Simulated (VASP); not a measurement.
# Rh (Fm-3m) in VASP: single point with r2SCAN

Aim: the single point of Rh with r2SCAN.

Program: VASP 6.6.1. These are calculated values, not measurements. Logs are shortened: lines on timing, memory, paths and dates and some standing lists are left out, and cuts for length are marked.

## Step 1: The cell of the first run

Symmetry: Fm-3m, No. 225, cubic system. Conventional cell: a = 3.803 Å, b = 3.803 Å, c = 3.803 Å, α = 90.00°, β = 90.00°, γ = 90.00°. Rh (site symmetry m-3m) has 12 Rh at 2.69 Å within 3.5 Å.

## Step 2: Single point, r2SCAN

The input, POSCAR:

```
Rh
1.0
    0.0000000000      1.9015500000      1.9015500000
    1.9015500000      0.0000000000      1.9015500000
    1.9015500000      1.9015500000      0.0000000000
Rh
1
Direct
    0.0000000000      0.0000000000      0.0000000000
```

The input, INCAR.step1:

```
  PREC = Accurate
  ENCUT = 580
  ISMEAR = 0
  SIGMA = 0.15
  LREAL = F
  LASPH = T
  NELM = 120
  NBANDS = 14
  GGA = PE
  ALGO = Normal
  EDIFF = 1E-5
  LWAVE = T
  LCHARG = F
  GGA_COMPAT = F
```

The input, INCAR.step2:

```
  PREC = Accurate
  ENCUT = 580
  EDIFF = 1E-6
  ISMEAR = 0
  SIGMA = 0.15
  LREAL = F
  LASPH = T
  NELM = 120
  ALGO = Normal
  ISIF = 2
  LWAVE = F
  LCHARG = F
  METAGGA = R2SCAN
  LMIXTAU = T
  NBANDS = 14
  ISTART = 1
  GGA_COMPAT = F
```

The input, KPOINTS:

```
regular mesh
0
Gamma
  24 24 24
```

Potentials or basis: VASP PAW PBE potentials, release 64 (Rh_sv_GW).

Run with:

```bash
cat potpaw_PBE.64/Rh_sv_GW/POTCAR > POTCAR
cp INCAR.step1 INCAR
mpirun -np 1 vasp_std > vasp.out
cp INCAR.step2 INCAR
mpirun -np 1 vasp_std > vasp.out
```

OUTCAR:

```text
PREC = Accurate
   ENCUT = 580
   EDIFF = 1E-6
   ISMEAR = 0
   LREAL = F
   LASPH = T
   NELM = 120
   ISIF = 2
   METAGGA = R2SCAN
   ISTART = 1

 ion  position               nearest neighbor table
   1  0.000  0.000  0.000-

  LATTYP: Found a face centered cubic cell.
 ALAT       =     3.8031000000

  Lattice vectors:

 A1 = (   0.0000000000,   1.9015500000,   1.9015500000)
 A2 = (   1.9015500000,   0.0000000000,   1.9015500000)
 A3 = (   1.9015500000,   1.9015500000,   0.0000000000)

Analysis of symmetry for initial positions (statically):
=====================================================================
 Subroutine PRICEL returns:
 Original cell was already a primitive cell.

 Routine SETGRP: Setting up the symmetry group for a
 face centered cubic supercell.

 Subroutine GETGRP returns: Found 48 space group operations
 (whereof 48 operations were pure point group operations)
 out of a pool of 48 trial point group operations.

The static configuration has the point symmetry O_h .

Analysis of symmetry for dynamics (positions and initial velocities):
=====================================================================
 Subroutine PRICEL returns:
 Original cell was already a primitive cell.

 Routine SETGRP: Setting up the symmetry group for a
 face centered cubic supercell.

 Subroutine GETGRP returns: Found 48 space group operations
 (whereof 48 operations were pure point group operations)
 out of a pool of 48 trial point group operations.

The dynamic configuration has the point symmetry O_h .

 Subroutine INISYM returns: Found 48 space group operations
 (whereof 48 operations are pure point group operations),
 and found     1 'primitive' translations

----------------------------------------------------------------------------------------

                                     Primitive cell

  volume of cell :      13.7516

  direct lattice vectors                    reciprocal lattice vectors
     0.000000000  1.901550000  1.901550000    -0.262943388  0.262943388  0.262943388
     1.901550000  0.000000000  1.901550000     0.262943388 -0.262943388  0.262943388
     1.901550000  1.901550000  0.000000000     0.262943388  0.262943388 -0.262943388

  length of vectors
     2.689197800  2.689197800  2.689197800     0.455431308  0.455431308  0.455431308

  position of ions in fractional coordinates (direct lattice)
     0.000000000  0.000000000  0.000000000

  ion indices of the primitive-cell ions
   primitive index   ion index
                 1           1

----------------------------------------------------------------------------------------

 KPOINTS: regular mesh

Automatic generation of k-mesh.
 Grid dimensions read from file:
 generate k-points for:   24   24   24

 Generating k-lattice:

  Cartesian coordinates                     Fractional coordinates (reciprocal lattice)
    -0.010955975  0.010955975  0.010955975     0.041666667  0.000000000  0.000000000
     0.010955975 -0.010955975  0.010955975     0.000000000  0.041666667  0.000000000
     0.010955975  0.010955975 -0.010955975     0.000000000  0.000000000  0.041666667

  Length of vectors
     0.018976305  0.018976305  0.018976305

  Shift w.r.t. Gamma in fractional coordinates (k-lattice)
     0.000000000  0.000000000  0.000000000

 Subroutine IBZKPT returns following result:
 ===========================================

 Found    413 irreducible k-points:

 Following reciprocal coordinates:
            Coordinates               Weight
  0.000000  0.000000  0.000000      1.000000
  0.041667  0.000000  0.000000      8.000000
  0.083333  0.000000  0.000000      8.000000
  0.125000  0.000000  0.000000      8.000000
  0.166667  0.000000  0.000000      8.000000
  0.208333  0.000000  0.000000      8.000000
[... 16 lines left out ...]
  0.416667  0.041667  0.000000     24.000000
  0.458333  0.041667  0.000000     24.000000
 [... further k-points ...]
   k-points           NKPTS =    413   k-points in BZ     NKDIM =    413   number of bands    NBANDS=     14
   number of dos      NEDOS =    301   number of ions     NIONS =      1
   total plane-waves  NPLWV =  13824
   dimension x,y,z NGX =    24 NGY =   24 NGZ =   24
   dimension x,y,z NGXF=    48 NGYF=   48 NGZF=   48
   ions per type =               1
   NGX,Y,Z   is equivalent  to a cutoff of  14.84, 14.84, 14.84 a.u.
   NGXF,Y,Z  is equivalent  to a cutoff of  29.67, 29.67, 29.67 a.u.
 SYSTEM =  unknown system
   PREC   = accura    normal or accurate (medium, high low for compatibility)
   ISTART =      1    job   : 0-new  1-cont  2-samecut
   ICHARG =      0    charge: 1-file 2-atom 10-const
   ISPIN  =      1    spin polarized calculation?
   LNONCOLLINEAR =      F non collinear calculations
   LSORBIT =      F    spin-orbit coupling
   LASPH  =      T    aspherical Exc in radial PAW
   ENCUT  =  580.0 eV  42.63 Ry    6.53 a.u.   5.28  5.28  5.28*2*pi/ulx,y,z
   NELM   =    120;   NELMIN=  2; NELMDL=  0     # of ELM steps
   EDIFF  = 0.1E-05   stopping-criterion for ELM
   LREAL  =      F    real-space projection
   EDIFFG = 0.1E-04   stopping-criterion for IOM
   NSW    =      0    number of steps for IOM
   IBRION =     -1    ionic relax: 0-MD 1-quasi-New 2-CG
   NFREE  =      0    steps in history (QN), initial steepest desc. (CG)
   ISIF   =      2    stress and relaxation
   ISYM   =      2    0-nonsym 1-usesym 2-fastsym
   POTIM  = 0.5000    time-step for ionic-motion
   TEBEG  =    0.0;   TEEND  =   0.0 temperature during run
   PSTRESS=    0.0 pullay stress
   NELECT =      17.0000    total number of electrons
   NUPDOWN=      -1.0000    fix difference up-down
   EMIN   =  10.00;   EMAX   =-10.00  energy-range for DOS
   EFERMI =   0.00;   METHOD = LEGACY
   ISMEAR =     0;   SIGMA  =   0.15  broadening in eV -4-tet -1-fermi 0-gaus
   EFERMI_NEDOS =   21; number of points for ismear=-14 and -15
   IALGO  =     38    algorithm
   IMIX   =      4    mixing-type and parameters
     AMIX     =   0.40;   BMIX     =  1.00
     AMIX_MAG =   1.60;   BMIX_MAG =  1.00
  volume/ion in A,a.u.               =      13.75        92.80
  Fermi-wavevector in a.u.,A,eV,Ry     =   1.757007  3.320261 42.002167  3.087072
  Thomas-Fermi vector in A             =   2.826445
   LORBIT       =      0    0 simple, 1 ext, 2 COOP (PROOUT), +10 PAW based schemes
   METAGGA = R2SCAN    functional components
   LHFCALC =     F    Hartree Fock is set to
   AEXX    =    0.0000 exact exchange contribution
   IVDW    =     0    specifies the selected vdW correction
   LEPSILON=     F    determine dielectric tensor
   LRPA    =     F    only Hartree local field effects (RPA)
 non-spin polarized calculation
 Gauss-broadening in eV      SIGMA  =   0.15
  energy-cutoff  :      580.00
  volume of cell :       13.75
 maximum number of plane-waves:       450
 NGX is ok and might be reduce to    24
   NGX = 11   NGY = 11   NGZ = 11

 number of electron      17.0000001 magnetization

 Free energy of the ion-electron system (eV)
  ---------------------------------------------------
  ext. energy  EPLUGINS =         0.00000000
  ---------------------------------------------------
  free energy    TOTEN  =       -23.28854188 eV

  energy without entropy =      -23.27489339  energy(sigma->0) =      -23.28171763

 E-fermi :  10.6769     XC(G=0): -15.2720

 val. band max:       10.6693681771   @ k =   0.5000   0.3333   0.1250
 cond. band min:      10.6794404310   @ k =  -0.3750   0.2500   0.0000
 fundamental gap:      0.0100722539
 Fermi energy:        10.6769133587

 k-point     1 :       0.0000    0.0000    0.0000
  band No.  band energies     occupation
      1     -70.4887      2.00000
      2     -37.1171      2.00000
      3     -37.1171      2.00000
      4     -37.1171      2.00000
      5       2.5332      2.00000
      6       7.5180      2.00000
      7       7.5180      2.00000
      8       7.5180      2.00000
      9       9.6103      2.00000
     10       9.6103      2.00000
     11      27.1492      0.00000
     12      32.7974      0.00000
     13      32.7974      0.00000
     14      32.7974      0.00000

 k-point     2 :       0.0417    0.0000    0.0000
  band No.  band energies     occupation
      1     -70.4867      2.00000
      2     -37.1316      2.00000
      3     -37.1194      2.00000
      4     -37.1194      2.00000
      5       2.6064      2.00000
      6       7.4842      2.00000
      7       7.5464      2.00000
      8       7.5464      2.00000
      9       9.5936      2.00000
     10       9.5936      2.00000
     11      27.2551      0.00000
     12      32.4070      0.00000
     13      32.9032      0.00000
     14      32.9032      0.00000

 k-point     3 :       0.0833    0.0000    0.0000
  band No.  band energies     occupation
      1     -70.4806      2.00000
      2     -37.1718      2.00000
      3     -37.1248      2.00000
      4     -37.1248      2.00000
      5       2.8210      2.00000
      6       7.3937      2.00000
      7       7.6270      2.00000
      8       7.6270      2.00000
      9       9.5521      2.00000
     10       9.5521      2.00000
     11      27.5546      0.00000
     12      31.4710      0.00000
     13      33.2155      0.00000
     14      33.2155      0.00000

 k-point     4 :       0.1250    0.0000    0.0000
  band No.  band energies     occupation
      1     -70.4709      2.00000
      2     -37.2353      2.00000
      3     -37.1335      2.00000
      4     -37.1335      2.00000
      5       3.1590      2.00000
      6       7.2744      2.00000
      7       7.7391      2.00000
      8       7.7391      2.00000
      9       9.5098      2.00000
     10       9.5098      2.00000
     11      27.9867      0.00000
     12      30.3140      0.00000
     13      33.7179      0.00000
     14      33.7179      0.00000

 k-point     5 :       0.1667    0.0000    0.0000
  band No.  band energies     occupation
      1     -70.4583      2.00000
      2     -37.3183      2.00000
      3     -37.1448      2.00000
      4     -37.1448      2.00000
      5       3.5828      2.00000
      6       7.1772      2.00000
      7       7.8450      2.00000
      8       7.8450      2.00000
      9       9.5084      2.00000
     10       9.5084      2.00000
     11      28.4121      0.00000
[... 276 lines left out ...]
 k-point    22 :       0.3750    0.0417    0.0000
  band No.  band energies     occupation
      1     -70.3869      2.00000
      2     -37.7601      2.00000
      3     -37.2159      2.00000
      4     -37.2081      2.00000
      5       4.5765      2.00000
      6       7.5480      2.00000
      7       7.6672      2.00000
      8       9.0411      2.00000
      9      10.7943      0.26858
     10      10.8161      0.18949
     11      22.8071      0.00000
     12      27.7079      0.00000
     13      33.6778      0.00000
     14      34.5728      0.00000

 k-point    23 :       0.4167    0.0417    0.0000
  band No.  band energies     occupation
      1     -70.3761      2.00000
      2     -37.8264      2.00000
      3     -37.2236      2.00000
      4     -37.2196      2.00000
      5       4.5076      2.00000
      6       7.4479      2.00000
      7       7.5678      2.00000
      8       9.7756      2.00000
      9      11.0673      0.00023
     10      11.3461      0.00000
     11      21.4742      0.00000
     12      27.2834      0.00000
     13      33.0587      0.00000
     14      33.6467      0.00000

 k-point    24 :       0.4583    0.0417    0.0000
  band No.  band energies     occupation
      1     -70.3687      2.00000
      2     -37.8716      2.00000
      3     -37.2284      2.00000
      4     -37.2279      2.00000
      5       4.4483      2.00000
      6       7.3811      2.00000
      7       7.4939      2.00000
      8      10.3050      1.99955
      9      11.2279      0.00000
     10      11.9125      0.00000
     11      20.3919      0.00000
     12      26.9954      0.00000
     13      32.6726      0.00000
     14      32.9486      0.00000

 [... further k-points ...]

------------------------ aborting loop because EDIFF is reached ----------------------------------------

  FORCE on cell =-STRESS in cart. coord.  units (eV):
  Direction    XX          YY          ZZ          XY          YZ          ZX
  --------------------------------------------------------------------------------------
  -------------------------------------------------------------------------------------
  Total       -0.1937699     -0.1937699     -0.1937699      0.0000000      0.0000000      0.0000000
  in kB      -22.5758266    -22.5758266    -22.5758266      0.0000000      0.0000000      0.0000000
  external PRESSURE =     -22.5758266 kB  Pullay stress =       0.0000000 kB

 VOLUME and BASIS-vectors are now :
 -----------------------------------------------------------------------------
  energy-cutoff  :      580.00
  volume of cell :       13.75
      direct lattice vectors                 reciprocal lattice vectors
     0.000000000  1.901550000  1.901550000    -0.262943388  0.262943388  0.262943388
     1.901550000  0.000000000  1.901550000     0.262943388 -0.262943388  0.262943388
     1.901550000  1.901550000  0.000000000     0.262943388  0.262943388 -0.262943388

 POSITION                                       TOTAL-FORCE (eV/Angst)
 -----------------------------------------------------------------------------------
      0.00000      0.00000      0.00000         0.000000      0.000000      0.000000
 -----------------------------------------------------------------------------------
    total drift:                               -0.000000      0.000000     -0.000000

  FREE ENERGIE OF THE ION-ELECTRON SYSTEM (eV)
  ---------------------------------------------------
  free  energy   TOTEN  =       -23.2885418752 eV

  energy  without entropy=      -23.2748933923  energy(sigma->0) =      -23.28171763
```

Run time: 4.2 min. Hardware: 1 thread of Intel Xeon Platinum 8259CL at 2.50GHz (Skylake/Cascade Lake), shared host; peak memory 0.25 GiB.

Results:

| Item | Value |
| --- | --- |
| Free energy | -23.2885 eV |
| Pressure | -2.3 GPa |
| Band gap on the k mesh | zero (an odd number of electrons rules out a gap without spin polarisation) |

Caveat: the PAW data sets were made with another functional, which shifts forces and pressure a little.
